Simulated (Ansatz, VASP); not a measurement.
**BiS4: VASP beside Ansatz**

```
Bi S
1.0
     5.15485    0.00000    0.00000
     0.00000    5.15485    0.00000
     0.00000    0.00000    5.15485
Bi S
1 4
Direct
  0.00000 0.00000 0.00000
  0.25000 0.25000 0.25000
  0.75000 0.75000 0.25000
  0.25000 0.75000 0.75000
  0.75000 0.25000 0.75000
```

Change from the starting cell: species swapped into the SnI4 type (P-43m, No. 215).

Alike in both runs: task relaxation of cell and atoms; functional PBE; k mesh 4 × 4 × 4; occupations gaussian, width 0.1 eV; no spin polarisation.

```csv
,VASP,Ansatz
version,VASP 6.6.1,Ansatz 0.2.0
potentials or method,"VASP PAW PBE potentials, release 64 (Bi_d, S), cutoff 600 eV","scalar-relativistic, plane waves, PAW"
valence electrons in the cell,39,39
```

```csv
,VASP,Ansatz,Ansatz less VASP
"gap on the k mesh at the Fermi level, each at its own relaxed structure (eV)",none,none,-
relaxed volume (Å³/atom),23.52,23.74,+0.222
relaxed length of the cell vector where the two differ most in proportion (Å),4.900,4.915,+0.0153
```

A gap of «none» marks a metal or a gap that the smearing closes.

Spin-orbit coupling is off throughout.
